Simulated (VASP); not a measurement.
SnSe2: single point with PBE

SnSe2:

```
CELL_PARAMETERS angstrom
3.81100 0.00000 0.00000
-1.90550 3.30042 0.00000
0.00000 0.00000 6.25872
ATOMIC_POSITIONS crystal
Sn 0.00000 0.00000 0.00000
Se 0.33333 0.66667 0.25680
Se 0.66667 0.33333 0.74320
```

This cell differs from its parent crystal: z stretched by +2 %, then relaxed in part.

```yaml
Program: VASP 6.6.1
Task: single point
Functional: PBE
Potentials_or_basis: VASP PAW PBE potentials, release 64 (Sn_d, Se)
Cutoff: 520 eV
k_mesh: 13 × 13 × 7
Occupations: fermi-dirac, width 0.02 eV
Spin: no spin polarisation
Dipole_correction: no
Further_INCAR_settings: ALGO = Normal; EDIFF = 1e-07; NBANDS = 20
```

```yaml
Pressure: 2.3 GPa
Largest_force: 0.015 eV/Å
Band_gap_on_the_k_mesh: 0.57 eV (least direct gap 1.11 eV)
```

Forces in eV/Å, atoms in the order of the input:
```
Sn   0.000  0.000  0.000
Se   0.000  0.000  0.015
Se   0.000  0.000 -0.015
```

Stress tensor (GPa, compression positive):
```
2.72 0.00 0.00
0.00 2.72 0.00
0.00 0.00 1.52
```

Levels at points of the mesh, in eV from the valence-band top:
| k point | band 10 | band 11 | band 12 | band 13 | band 14 | band 15 | band 16 | band 17 |
| --- | --- | --- | --- | --- | --- | --- | --- | --- |
| (0.00, 0.00, 0.00) | -0.51 | -0.27 | -0.27 | -0.25 | 0.97 | 3.15 | 4.66 | 4.66 |

Run time: 2.7 min on 1 thread of Intel Xeon 8259CL, on a shared host, peak memory 0.29 GiB.

Caveat: the cell differs from its parent crystal (z stretched by +2 %, then relaxed in part); spin-orbit coupling is left out, which moves the levels of the heavy elements; an odd mesh through Γ misses points on the zone boundary, where band edges can lie; this functional lacks dispersion, which binds the layers, so the pressure and a relaxed spacing across them are unreliable.
